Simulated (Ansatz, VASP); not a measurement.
# C in VASP and in Ansatz

Contents of INCAR:

```
  PREC = Accurate
  ENCUT = 520
  EDIFF = 1E-8
  ISMEAR = -1
  SIGMA = 0.05
  LREAL = F
  LASPH = T
  NELM = 80
  ALGO = Normal
  ISIF = 2
  LWAVE = F
  LCHARG = F
  GGA = PS
  LEFG = T
  NBANDS = 11
```

Contents of KPOINTS:

```
Automatic mesh
0
Gamma
  18 18 18
```

Contents of POSCAR:

```
C
1.0
    0.0000000000      2.0631900000      3.3480000000
    1.1911600000      0.0000000000      3.3480000000
    1.1911600000      2.0631900000      0.0000000000
C
2
Direct
    0.1666700000      0.8333300000      0.1666700000
    0.8333300000      0.1666700000      0.8333300000
```

Input for Ansatz:

```yaml
crystal:
  lattice:
    - [0.0, 2.06319, 3.348]
    - [1.19116, 0.0, 3.348]
    - [1.19116, 2.06319, 0.0]
  atoms:
    - { symbol: C, position: [0.16667, 0.83333, 0.16667] }
    - { symbol: C, position: [0.83333, 0.16667, 0.83333] }
kpoints:
  mp_grid: { grid: [18, 18, 18] }
scf:
  occupations: { method: fermi_dirac, width: 0.05 }
hamiltonian:
  xc: pbesol
  pseudopotentials: { kind: paw }
output:
  forces: true
  stress: true
  eigenvalues: true
  efg: { contact_densities: true }
```

Change from the starting cell: equal xx and yy strain of -3 %, PAW files.

Alike in both runs: task electric field gradients; functional PBEsol; k mesh 18 × 18 × 18; occupations fermi-dirac, width 0.05 eV; no spin polarisation.

```csv
,VASP,Ansatz
version,VASP 6.6.1,Ansatz 0.2.0
potentials or method,"VASP PAW PBE potentials, release 64 (C)","PAW with Ansatz's default frozen-core files, scalar-relativistic"
plane-wave cutoff (eV),520,420
valence electrons in the cell,8,8
```

Ansatz gave:

| Property | Result |
| --- | --- |
| pressure (GPa) | 30.9 |
| traceless stress, the component that is largest in VASP (GPa) | -29.30 |
| size of Vzz on the site where it differs most (V/Å²) | 28.8 |

Question: Which values does VASP return?

Answer: Pressure (GPa): 31.7; traceless stress, the component that is largest in VASP (GPa): -30.12; size of Vzz on the site where it differs most (V/Å²): 37.0.

VASP's potentials were made for PBE, not for PBEsol. Both programs put the cell under a high pressure, so it lies far from rest at this level.
